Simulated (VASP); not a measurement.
Crystal: CdSe (Cadmoselite).

```
CELL_PARAMETERS angstrom
4.30000 0.00000 0.00000
-2.15000 3.72391 0.00000
0.00000 0.00000 7.02000
ATOMIC_POSITIONS crystal
Cd 0.33333 0.66667 0.00000
Cd 0.66667 0.33333 0.50000
Se 0.33333 0.66667 0.38500
Se 0.66667 0.33333 0.88500
```

| Item | Value |
| --- | --- |
| Program | VASP 6.6.1 |
| Task | relaxation of cell and atoms |
| Functional | PBEsol |
| Potentials or basis | VASP PAW PBE potentials, release 64 (Cd, Se) |
| Cutoff | 600 eV |
| k mesh | 6 × 6 × 4 |
| Occupations | gaussian, width 0.01 eV |
| Spin | no spin polarisation |

At the start: pressure 0.5 GPa; volume 28.10 Å³/atom.

Question: How do energy, volume and symmetry change on relaxing?

Answer: Over 10 steps the energy falls by 5.0 meV/atom and the volume is 28.30 Å³/atom (+0.7 %); space group P6_3mc (No. 186, to 0.05 Å).

Step by step:
```tsv
step	energy change (eV)	largest force (eV/Å)	pressure (GPa)	volume (Å³)
1	0.0000	0.2754	0.46	112.41
2	-0.0162	0.0627	-0.26	113.71
3	-0.0162	0.0677	-0.23	113.68
4	-0.0175	0.0384	0.03	113.10
5	-0.0177	0.0246	0.16	112.83
6	-0.0188	0.0202	0.13	112.91
7	-0.0199	0.0082	0.04	113.09
8	-0.0199	0.0089	0.04	113.08
9	-0.0199	0.0055	-0.05	113.27
10	-0.0200	0.0013	0.01	113.19
```

Final structure:
```
Cd Se
1.0
     4.31088    0.00000    0.00000
    -2.15544    3.73333    0.00000
     0.00000    0.00000    7.03278
Cd Se
2 2
Cartesian
  0.0000 2.4889 0.0324
  2.1554 1.2444 3.5488
  0.0000 2.4889 2.6752
  2.1554 1.2444 6.1916
```

Caveat: the PAW data sets were made with another functional, which shifts forces and pressure a little.
